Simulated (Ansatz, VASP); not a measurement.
## Two plane-wave programs on Te2Mo

```
CELL_PARAMETERS angstrom
3.51820 0.00000 0.00000
-1.75910 3.04685 0.00000
0.00000 0.00000 13.97360
ATOMIC_POSITIONS crystal
Te 0.33333 0.66667 0.62100
Te 0.66667 0.33333 0.12100
Te 0.33333 0.66667 0.87900
Te 0.66667 0.33333 0.37900
Mo 0.33333 0.66667 0.25000
Mo 0.66667 0.33333 0.75000
```

Alike in both runs: task single point; functional PBEsol; k mesh 6 × 6 × 2; occupations gaussian, width 0.05 eV; collinear spin.

```csv
,VASP,Ansatz
version,VASP 6.6.1,Ansatz 0.2.0
potentials or method,"VASP PAW PBE potentials, release 64 (Te, Mo_sv), cutoff 500 eV","scalar-relativistic, plane waves, PAW"
valence electrons in the cell,52,92
```

Ansatz gave:

| Item | Value |
| --- | --- |
| gap on the k mesh at the Fermi level (eV) | 0.80 |
| least direct gap on the mesh (eV) | 1.04 |
| pressure (GPa) | -1.1 |
| traceless stress, the component that is largest in VASP (GPa) | 0.40 |
| rms of the force components (eV/Å) | 0.041 |
| net moment per atom (μB) | 0.00 |

**Question.** Estimate VASP's values.

**Answer.** gap on the k mesh at the Fermi level (eV): 0.80; least direct gap on the mesh (eV): 1.03; pressure (GPa): -1.0; traceless stress, the component that is largest in VASP (GPa): 0.47; rms of the force components (eV/Å): 0.027; net moment per atom (μB): 0.00.

VASP's potentials were made for PBE, not for PBEsol. Atom by atom the forces differ by 0.014 eV/Å (rms over components). VASP's potentials hold 52 valence electrons a cell and Ansatz's 92, so a difference there can come from the potentials and not from the codes. Ansatz's warnings: seeded moment not kept.

Spin-orbit coupling is off throughout.
